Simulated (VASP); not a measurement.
# CuO: density of states with PBE

Crystal: CuO.

```xyz
2
Lattice="2.5526 0.0000 0.0000 0.0000 2.5526 0.0000 0.0000 0.0000 2.5526" Properties=species:S:1:pos:R:3 pbc="T T T"
Cu    0.0000    0.0000    0.0000
O     1.2763    1.2763    1.2763
```

| Item | Value |
| --- | --- |
| Program | VASP 6.6.1 |
| Task | density of states |
| Functional | PBE |
| Potentials or basis | VASP PAW PBE potentials, release 64 (Cu, O) |
| Cutoff | 520 eV |
| k mesh | 10 × 10 × 10 |
| Occupations | fermi-dirac, width 0.05 eV |
| Spin | no spin polarisation |
| Dipole correction | no |
| k mesh for the DOS | 15 × 15 × 15 |
| Occupations for the DOS | tetrahedron |
| Further INCAR settings | ALGO = Normal; EDIFF = 1e-06; NBANDS = 16 |

| Property | Result |
| --- | --- |
| Valence electrons inside the program's atomic spheres | Cu 9.85; O 4.92 |

Levels at points of the mesh, in eV from the Fermi level:
| k point | band 7 | band 8 | band 9 | band 10 | band 11 | band 12 |
| --- | --- | --- | --- | --- | --- | --- |
| (0.00, 0.00, 0.00) | -1.74 | -1.74 | -1.74 | 1.28 | 16.18 | 16.18 |

It took 27 s on 1 thread of AMD EPYC 7R43 64-Core Processor (Zen 3), on a shared host, peak memory 0.11 GiB.

Caveat: an odd number of electrons without spin polarisation forces a metal; a magnetic or distorted state may lie lower; semilocal functionals often make such compounds metallic where correlation or magnetic order opens a gap, which also shifts bond lengths.
